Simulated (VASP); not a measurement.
Runs of VASP 6.6.1 on Ag. The structure is that of space group Fm-3m (No. 225), or close to it. The cells are those of the table. 

```tsv
cell	gap on the mesh (eV)	pressure (GPa)
a = 2.846, b = 2.846, c = 2.889 Å, angles 59.5, 59.5, 61.0°, 1 atom	none	(a)
a = 2.890, b = 2.890, c = 2.846 Å, angles 60.5, 60.5, 59.0°, 1 atom	none	3.4
a = 2.912, b = 2.912, c = 2.846 Å, angles 60.7, 60.7, 58.5°, 1 atom	none	1.7
a = 2.868, b = 2.868, c = 2.846 Å, angles 60.3, 60.3, 59.5°, 1 atom	none	5.3
a = 2.868, b = 2.868, c = 2.889 Å, angles 59.8, 59.8, 60.5°, 1 atom	none	3.4
```

Alike in all rows: task single point; level r2SCAN; potentials or basis VASP PAW PBE potentials, release 64 (Ag); no spin polarisation; k mesh 20 × 20 × 20; cutoff (eV) 520; smearing gaussian 0.15 eV.

Question: Estimate the missing entries.

Answer: (a) 5.4.

Caveats: the PAW data sets were made with another functional, which shifts forces and pressure a little; the cell stands under pressure (at least some runs).

A k mesh can miss the band edges, and the runs leave out spin-orbit coupling on Ag.

A gap of «none» marks levels without a gap at the run's occupations.
